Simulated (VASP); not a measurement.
# Zr2N (P4_2/mnm) in VASP: notebook

Runs on Zr2N. Level: PBEsol. Tasks: single point.

Program: VASP 6.6.1. These are calculated values, not measurements. Logs are shortened: lines on timing, memory, paths and dates and some standing lists are left out, and cuts for length are marked.

**1. The cell of the first run**

The structure is tetragonal, space group P4_2/mnm (No. 136). The conventional cell has a = 5.800 Å, b = 5.800 Å, c = 3.273 Å, α = 90.00°, β = 90.00°, γ = 90.00°. Within 3.1 Å of Zr (site symmetry m2m) lie 3 N at 2.34 to 2.43 Å. N (site symmetry mmm) has 6 Zr at 2.34 to 2.43 Å within 3.1 Å.

**2. Single point, PBEsol (strain +0.080 along x and y, +0.000 along z)**

Input file INCAR:

```
PREC = Accurate ; ENCUT = 520
EDIFF = 1E-6 ; ISMEAR = 0
SIGMA = 0.15 ; LREAL = False
LASPH = True ; NELM = 80
ALGO = Normal ; ISIF = 2
LWAVE = False ; LCHARG = False
GGA = PS ; NBANDS = 38
```

Input file KPOINTS:

```
Automatic mesh
0
Gamma
  10 10 14
```

Input file POSCAR:

```
Zr2N
1.0
    5.7996527512      0.0000000000      0.0000000000
    0.0000000000      5.7996527512      0.0000000000
    0.0000000000      0.0000000000      3.2726229990
Zr N
4 2
Direct
    0.2962523213      0.2962523213      0.0000000000
    0.7037476787      0.7037476787      0.0000000000
    0.7962523213      0.2037476787      0.5000000000
    0.2037476787      0.7962523213      0.5000000000
    0.0000000000      0.0000000000      0.0000000000
    0.5000000000      0.5000000000      0.5000000000
```

Potentials or basis: VASP PAW PBE potentials, release 64 (Zr_sv, N).

Started as:

```
$ cat potpaw_PBE.64/Zr_sv/POTCAR potpaw_PBE.64/N/POTCAR > POTCAR
$ mpirun -np 1 vasp_std > vasp.out
```

OUTCAR:

```text
PREC = Accurate
   ENCUT = 520
   EDIFF = 1E-6
   ISMEAR = 0
   LREAL = False
   LASPH = True
   NELM = 80
   ISIF = 2
   GGA = PS

 ion  position               nearest neighbor table
   1  0.296  0.296  0.000-   6 2.34   6 2.34   5 2.43   2 3.34   4 3.37   3 3.37   4 3.37   3 3.37
                             4 3.37   4 3.37   3 3.37   3 3.37
   2  0.704  0.704  0.000-   6 2.34   6 2.34   5 2.43   1 3.34   4 3.37   3 3.37   4 3.37   3 3.37
                             3 3.37   3 3.37   4 3.37   4 3.37
   3  0.796  0.204  0.500-   5 2.34   5 2.34   6 2.43   4 3.34   1 3.37   1 3.37   2 3.37   2 3.37
                             2 3.37   2 3.37   1 3.37   1 3.37
   4  0.204  0.796  0.500-   5 2.34   5 2.34   6 2.43   3 3.34   1 3.37   1 3.37   2 3.37   2 3.37
                             1 3.37   1 3.37   2 3.37   2 3.37
   5  0.000  0.000  0.000-   3 2.34   4 2.34   3 2.34   4 2.34   1 2.43   2 2.43
   6  0.500  0.500  0.500-   1 2.34   2 2.34   1 2.34   2 2.34   3 2.43   4 2.43

  LATTYP: Found a simple tetragonal cell.
 ALAT       =     5.7996527512
 C/A-ratio  =     0.5642791283

  Lattice vectors:

 A1 = (   5.7996527512,   0.0000000000,   0.0000000000)
 A2 = (   0.0000000000,   5.7996527512,   0.0000000000)
 A3 = (   0.0000000000,   0.0000000000,   3.2726229990)

Analysis of symmetry for initial positions (statically):
=====================================================================
 Subroutine PRICEL returns:
 Original cell was already a primitive cell.

 Routine SETGRP: Setting up the symmetry group for a
 simple tetragonal supercell.

 Subroutine GETGRP returns: Found 16 space group operations
 (whereof  8 operations were pure point group operations)
 out of a pool of 16 trial point group operations.

The static configuration has the point symmetry D_2h.
 The point group associated with its full space group is D_4h.

Analysis of symmetry for dynamics (positions and initial velocities):
=====================================================================
 Subroutine PRICEL returns:
 Original cell was already a primitive cell.

 Routine SETGRP: Setting up the symmetry group for a
 simple tetragonal supercell.

 Subroutine GETGRP returns: Found 16 space group operations
 (whereof  8 operations were pure point group operations)
 out of a pool of 16 trial point group operations.

The dynamic configuration has the point symmetry D_2h.
 The point group associated with its full space group is D_4h.

 Subroutine INISYM returns: Found 16 space group operations
 (whereof  8 operations are pure point group operations),
 and found     1 'primitive' translations

----------------------------------------------------------------------------------------

                                     Primitive cell

  volume of cell :     110.0779

  direct lattice vectors                    reciprocal lattice vectors
     5.799652751  0.000000000  0.000000000     0.172424116  0.000000000  0.000000000
     0.000000000  5.799652751  0.000000000     0.000000000  0.172424116  0.000000000
     0.000000000  0.000000000  3.272622999     0.000000000  0.000000000  0.305565291

  length of vectors
     5.799652751  5.799652751  3.272622999     0.172424116  0.172424116  0.305565291

  position of ions in fractional coordinates (direct lattice)
     0.296252321  0.296252321  0.000000000
     0.703747679  0.703747679  0.000000000
     0.796252321  0.203747679  0.500000000
     0.203747679  0.796252321  0.500000000
     0.000000000  0.000000000  0.000000000
     0.500000000  0.500000000  0.500000000

  ion indices of the primitive-cell ions
   primitive index   ion index
                 1           1
                 2           2
                 3           3
                 4           4
                 5           5
                 6           6

----------------------------------------------------------------------------------------

 KPOINTS: Automatic mesh

Automatic generation of k-mesh.
 Grid dimensions read from file:
 generate k-points for:   10   10   14

 Generating k-lattice:

  Cartesian coordinates                     Fractional coordinates (reciprocal lattice)
     0.017242412  0.000000000  0.000000000     0.100000000  0.000000000  0.000000000
     0.000000000  0.017242412  0.000000000     0.000000000  0.100000000  0.000000000
     0.000000000  0.000000000  0.021826092     0.000000000  0.000000000  0.071428571

  Length of vectors
     0.017242412  0.017242412  0.021826092

  Shift w.r.t. Gamma in fractional coordinates (k-lattice)
     0.000000000  0.000000000  0.000000000

 Subroutine IBZKPT returns following result:
 ===========================================

 Found    168 irreducible k-points:

 Following reciprocal coordinates:
            Coordinates               Weight
  0.000000  0.000000  0.000000      1.000000
  0.100000  0.000000  0.000000      4.000000
  0.200000  0.000000  0.000000      4.000000
  0.300000  0.000000  0.000000      4.000000
  0.400000  0.000000  0.000000      4.000000
  0.500000  0.000000  0.000000      2.000000
[... 16 lines left out ...]
  0.100000  0.000000  0.071429      8.000000
  0.200000  0.000000  0.071429      8.000000
 [... further k-points ...]
   k-points           NKPTS =    168   k-points in BZ     NKDIM =    168   number of bands    NBANDS=     38
   number of dos      NEDOS =    301   number of ions     NIONS =      6
   total plane-waves  NPLWV =  55296
   dimension x,y,z NGX =    48 NGY =   48 NGZ =   24
   dimension x,y,z NGXF=    96 NGYF=   96 NGZF=   48
   ions per type =               4   2
   NGX,Y,Z   is equivalent  to a cutoff of  13.76, 13.76, 12.19 a.u.
   NGXF,Y,Z  is equivalent  to a cutoff of  27.52, 27.52, 24.38 a.u.
 SYSTEM =  unknown system
   PREC   = accura    normal or accurate (medium, high low for compatibility)
   ISTART =      0    job   : 0-new  1-cont  2-samecut
   ICHARG =      2    charge: 1-file 2-atom 10-const
   ISPIN  =      1    spin polarized calculation?
   LNONCOLLINEAR =      F non collinear calculations
   LSORBIT =      F    spin-orbit coupling
   LASPH  =      T    aspherical Exc in radial PAW
   ENCUT  =  520.0 eV  38.22 Ry    6.18 a.u.  10.78 10.78  6.08*2*pi/ulx,y,z
   NELM   =     80;   NELMIN=  2; NELMDL= -5     # of ELM steps
   EDIFF  = 0.1E-05   stopping-criterion for ELM
   LREAL  =      F    real-space projection
   EDIFFG = 0.1E-04   stopping-criterion for IOM
   NSW    =      0    number of steps for IOM
   IBRION =     -1    ionic relax: 0-MD 1-quasi-New 2-CG
   NFREE  =      0    steps in history (QN), initial steepest desc. (CG)
   ISIF   =      2    stress and relaxation
   ISYM   =      2    0-nonsym 1-usesym 2-fastsym
   POTIM  = 0.5000    time-step for ionic-motion
   TEBEG  =    0.0;   TEEND  =   0.0 temperature during run
   PSTRESS=    0.0 pullay stress
   NELECT =      58.0000    total number of electrons
   NUPDOWN=      -1.0000    fix difference up-down
   EMIN   =  10.00;   EMAX   =-10.00  energy-range for DOS
   EFERMI =   0.00;   METHOD = LEGACY
   ISMEAR =     0;   SIGMA  =   0.15  broadening in eV -4-tet -1-fermi 0-gaus
   EFERMI_NEDOS =   21; number of points for ismear=-14 and -15
   IALGO  =     38    algorithm
   IMIX   =      4    mixing-type and parameters
     AMIX     =   0.40;   BMIX     =  1.00
     AMIX_MAG =   1.60;   BMIX_MAG =  1.00
  volume/ion in A,a.u.               =      18.35       123.81
  Fermi-wavevector in a.u.,A,eV,Ry     =   1.322262  2.498713 23.788110  1.748377
  Thomas-Fermi vector in A             =   2.451956
   LORBIT       =      0    0 simple, 1 ext, 2 COOP (PROOUT), +10 PAW based schemes
   GGA     = PS    functional components
   LHFCALC =     F    Hartree Fock is set to
   AEXX    =    0.0000 exact exchange contribution
   IVDW    =     0    specifies the selected vdW correction
   LEPSILON=     F    determine dielectric tensor
   LRPA    =     F    only Hartree local field effects (RPA)
 non-spin polarized calculation
 Gauss-broadening in eV      SIGMA  =   0.15
  energy-cutoff  :      520.00
  volume of cell :      110.08
 maximum number of plane-waves:      2988
 NGX is ok and might be reduce to    48
   NGX = 21   NGY = 21   NGZ = 13

 number of electron      57.9999997 magnetization

 Free energy of the ion-electron system (eV)
  ---------------------------------------------------
  ext. energy  EPLUGINS =         0.00000000
  ---------------------------------------------------
  free energy    TOTEN  =       -60.43063364 eV

  energy without entropy =      -60.39423552  energy(sigma->0) =      -60.41243458

 E-fermi :   8.1539     XC(G=0): -11.2211

 val. band max:        8.1445042926   @ k =   0.3000   0.0000   0.2143
 cond. band min:       8.1614154785   @ k =   0.3000   0.3000   0.2143
 fundamental gap:      0.0169111858
 Fermi energy:         8.1539408149

 k-point     1 :       0.0000    0.0000    0.0000
  band No.  band energies     occupation
      1     -40.7994      2.00000
      2     -40.7302      2.00000
      3     -40.7302      2.00000
      4     -40.6958      2.00000
      5     -19.3272      2.00000
      6     -19.0280      2.00000
[... 30 lines left out ...]
     37      10.2094      0.00000
     38      10.5146      0.00000

 k-point     2 :       0.1000    0.0000    0.0000
  band No.  band energies     occupation
      1     -40.7978      2.00000
      2     -40.7321      2.00000
      3     -40.7293      2.00000
      4     -40.6965      2.00000
      5     -19.3174      2.00000
      6     -19.0246      2.00000
[... 30 lines left out ...]
     37      10.2412      0.00000
     38      10.6576      0.00000

 k-point     3 :       0.2000    0.0000    0.0000
  band No.  band energies     occupation
      1     -40.7932      2.00000
      2     -40.7374      2.00000
      3     -40.7266      2.00000
      4     -40.6985      2.00000
      5     -19.2893      2.00000
      6     -19.0089      2.00000
[... 30 lines left out ...]
     37      10.3284      0.00000
     38      10.9432      0.00000

 k-point     4 :       0.3000    0.0000    0.0000
  band No.  band energies     occupation
      1     -40.7859      2.00000
      2     -40.7455      2.00000
      3     -40.7224      2.00000
      4     -40.7019      2.00000
      5     -19.2476      2.00000
      6     -19.0471      2.00000
[... 30 lines left out ...]
     37      10.4702      0.00000
     38      11.2997      0.00000
[... 703 lines left out ...]
      4     -40.6952      2.00000
      5     -19.3163      2.00000
      6     -19.0200      2.00000
[... 30 lines left out ...]
     37      10.2910      0.00000
     38      10.6849      0.00000

 k-point    23 :       0.1000    0.0000    0.0714
  band No.  band energies     occupation
      1     -40.7947      2.00000
      2     -40.7302      2.00000
      3     -40.7274      2.00000
      4     -40.6958      2.00000
      5     -19.3066      2.00000
      6     -19.0168      2.00000
[... 30 lines left out ...]
     37      10.3242      0.00000
     38      10.8066      0.00000

 k-point    24 :       0.2000    0.0000    0.0714
  band No.  band energies     occupation
      1     -40.7901      2.00000
      2     -40.7355      2.00000
      3     -40.7249      2.00000
      4     -40.6978      2.00000
      5     -19.2790      2.00000
      6     -19.0021      2.00000
[... 30 lines left out ...]
     37      10.4157      0.00000
     38      11.0789      0.00000

 [... further k-points ...]

------------------------ aborting loop because EDIFF is reached ----------------------------------------

  FORCE on cell =-STRESS in cart. coord.  units (eV):
  Direction    XX          YY          ZZ          XY          YZ          ZX
  --------------------------------------------------------------------------------------
  -------------------------------------------------------------------------------------
  Total      -17.2645439    -17.2645439     -7.3651144      0.0000000      0.0000000      0.0000000
  in kB     -251.2845181   -251.2845181   -107.1988477      0.0000000      0.0000000      0.0000000
  external PRESSURE =    -203.2559613 kB  Pullay stress =       0.0000000 kB

 VOLUME and BASIS-vectors are now :
 -----------------------------------------------------------------------------
  energy-cutoff  :      520.00
  volume of cell :      110.08
      direct lattice vectors                 reciprocal lattice vectors
     5.799652751  0.000000000  0.000000000     0.172424116  0.000000000  0.000000000
     0.000000000  5.799652751  0.000000000     0.000000000  0.172424116  0.000000000
     0.000000000  0.000000000  3.272622999     0.000000000  0.000000000  0.305565291

 POSITION                                       TOTAL-FORCE (eV/Angst)
 -----------------------------------------------------------------------------------
      1.71816      1.71816      0.00000         0.434347      0.434347      0.000000
      4.08149      4.08149      0.00000        -0.434347     -0.434347     -0.000000
      4.61799      1.18167      1.63631         0.434347     -0.434347     -0.000000
      1.18167      4.61799      1.63631        -0.434347      0.434347     -0.000000
      0.00000      0.00000      0.00000         0.000000      0.000000     -0.000000
      2.89983      2.89983      1.63631         0.000000      0.000000     -0.000000
 -----------------------------------------------------------------------------------
    total drift:                                0.000000      0.000000      0.000000

  FREE ENERGIE OF THE ION-ELECTRON SYSTEM (eV)
  ---------------------------------------------------
  free  energy   TOTEN  =       -60.4306336373 eV

  energy  without entropy=      -60.3942355205  energy(sigma->0) =      -60.41243458
```

Run time: 7.8 min. Hardware: 1 thread of Intel Xeon Platinum 8488C (Sapphire Rapids), shared host; peak memory 0.61 GiB.

Results:

```yaml
Free_energy: -60.4306 eV
Pressure: -20.3 GPa
Largest_force: 0.614 eV/Å
Band_gap_on_the_k_mesh: zero (bands 29 and 30 overlap by 1.89 eV)
```

Forces on the atoms (eV/Å):
```
Zr   0.434  0.434  0.000
Zr  -0.434 -0.434  0.000
Zr   0.434 -0.434  0.000
Zr  -0.434  0.434  0.000
N    0.000  0.000  0.000
N    0.000  0.000  0.000
```

Stress tensor (GPa, compression positive):
```
-25.13   0.00   0.00
  0.00 -25.13   0.00
  0.00   0.00 -10.72
```

Caveat: the cell differs from its parent crystal (strain +0.080 along x and y, +0.000 along z); the cell stands under tension; the PAW data sets were made with another functional, which shifts forces and pressure a little.

**3. Single point, PBEsol (strain +0.080 along x and y, +0.080 along z)**

Input file INCAR:

```
SYSTEM = Zr2N
ALGO = Normal
EDIFF = 1E-7
ENCUT = 520
GGA = PS
ISIF = 2
ISMEAR = 0
LASPH = .True.
LCHARG = .False.
LREAL = .False.
LWAVE = .False.
NBANDS = 38
NELM = 60
PREC = Accurate
SIGMA = 0.15
```

Input file KPOINTS:

```
k-points
0
Gamma
  10 10 14
  0 0 0
```

POSCAR, as its differences from that of step 2:

```diff
@@ -4,3 +4,3 @@
     0.0000000000      5.7996527512      0.0000000000
-    0.0000000000      0.0000000000      3.2726229990
+    0.0000000000      0.0000000000      3.5344328389
 Zr N
```

Potentials or basis: VASP PAW PBE potentials, release 64 (Zr_sv, N).

Started as:

```
$ cat potpaw_PBE.64/Zr_sv/POTCAR potpaw_PBE.64/N/POTCAR > POTCAR
$ mpirun -np 1 vasp_std > vasp.out
```

It took 10 min on 1 thread of Intel Xeon Platinum 8488C (Sapphire Rapids), shared host; peak memory 0.66 GiB.

The run converged. Its results:

- Free energy: -59.3232 eV
- Pressure: -27.1 GPa
- Largest force: 0.330 eV/Å
- Band gap on the k mesh: zero (bands 29 and 30 overlap by 1.95 eV)

Forces on the atoms (eV/Å):
```
Zr   0.233  0.233  0.000
Zr  -0.233 -0.233  0.000
Zr   0.233 -0.233  0.000
Zr  -0.233  0.233  0.000
N    0.000  0.000  0.000
N    0.000  0.000  0.000
```

Stress tensor (GPa, compression positive):
```
-26.61   0.00   0.00
  0.00 -26.61   0.00
  0.00   0.00 -28.09
```

Levels at points of the mesh, in eV from the Fermi level:
```tsv
k point	band 27	band 28	band 29	band 30	band 31	band 32
(0.00, 0.00, 0.00)	-0.03	0.49	0.62	0.80	0.80	0.98
(0.50, 0.00, 0.00)	-0.76	-0.76	1.04	1.04	1.18	1.18
(0.50, 0.50, 0.00)	-0.92	-0.92	0.77	0.77	1.02	1.02
(0.00, 0.00, 0.50)	-0.96	-0.96	-0.91	-0.91	1.52	1.52
(0.50, 0.00, 0.50)	-0.86	-0.86	-0.65	-0.65	1.19	1.19
(0.50, 0.50, 0.50)	-0.62	-0.62	-0.49	-0.49	0.84	0.84
```

Caveat: the cell differs from its parent crystal (strain +0.080 along x and y, +0.080 along z); the cell stands under tension; the PAW data sets were made with another functional, which shifts forces and pressure a little.
